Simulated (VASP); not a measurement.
## Br: single point with LDA

Br:

```
Br
1.0
     2.25347    0.00000    0.00000
     0.00000    2.25347    0.00000
     0.00000    0.00000    2.25347
Br
1
Direct
  0.00000 0.00000 0.00000
```

This cell differs from its parent crystal: volume scaled by 0.43, level accurate.

```yaml
Program: VASP 6.6.1
Task: single point
Functional: LDA
Potentials_or_basis: VASP PAW LDA potentials, release 64 (Br)
Cutoff: 520 eV
k_mesh: 12 × 12 × 12
Occupations: fermi-dirac, width 0.1 eV
Spin: no spin polarisation
Dipole_correction: no
Further_INCAR_settings: ALGO = Normal; EDIFF = 1e-07; NBANDS = 10
```

```json
{
  "Pressure": "229.9 GPa"
}
```

Levels at points of the mesh, in eV from the Fermi level:
```csv
k point,band 1,band 2,band 3,band 4,band 5,band 6,band 7,band 8,band 9
"(0.00, 0.00, 0.00)",-27.33,-0.28,-0.28,-0.28,4.86,4.86,10.53,28.81,28.81
"(0.50, 0.00, 0.00)",-22.46,-16.59,3.23,3.23,8.50,13.91,14.06,14.06,16.37
"(0.50, 0.50, 0.00)",-17.20,-12.73,-12.73,-3.23,6.63,17.52,17.84,17.84,19.89
"(0.50, 0.50, 0.50)",-10.97,-9.18,-9.18,-9.18,1.55,1.55,1.55,7.11,40.11
```

Wall time 5 s on 1 thread of Intel(R) Xeon(R) Platinum 8488C (Sapphire Rapids), with other jobs on the host, peak memory 0.12 GiB.

Caveat: an odd number of electrons without spin polarisation forces a metal; a magnetic or distorted state may lie lower.
